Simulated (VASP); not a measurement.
Here is a VASP 6.6.1 calculation.

File INCAR:

```
  ALGO = Normal
  EDIFF = 1E-6
  ENCUT = 520
  GGA = PE
  ISIF = 2
  ISMEAR = 0
  LASPH = True
  LCHARG = True
  LELF = True
  LREAL = False
  LVHAR = True
  LWAVE = False
  NBANDS = 16
  NELM = 100
  PREC = Accurate
  SIGMA = 0.01
```

Contents of KPOINTS:

```
k-points
0
Gamma
  8 8 8
```

The input POSCAR:

```
SiC3
1.0
    1.4154339595      0.8172011775      4.6700734293
   -1.4154339595      0.8172011775      4.6700734293
    0.0000000000     -1.6344023551      4.6700734293
C Si
3 1
Direct
    1.0082378924      0.0082378924      0.0082378924
    0.4889604674      0.4889604674      0.4889604674
    0.3791724033      0.3791724033      0.3791724033
    0.8736292368      0.8736292368      0.8736292368
```

Potentials or basis: VASP PAW PBE potentials, release 64 (C, Si).

Launch:

```sh
$ cat potpaw_PBE.64/C/POTCAR potpaw_PBE.64/Si/POTCAR > POTCAR
$ mpirun -np 1 vasp_std > vasp.out
```

Q: Predict the pressure.

A: 3.4 GPa.

Q: What does it give for the largest force?

A: 0.303 eV/Å.

Q: What does it give for the band gap on the k mesh?

A: 1.58 eV, indirect (least direct gap 3.20 eV).

Stress tensor (GPa, compression positive):
```
3.11 0.00 0.00
0.00 3.11 0.00
0.00 0.00 3.91
```

A k mesh can miss the band edges.
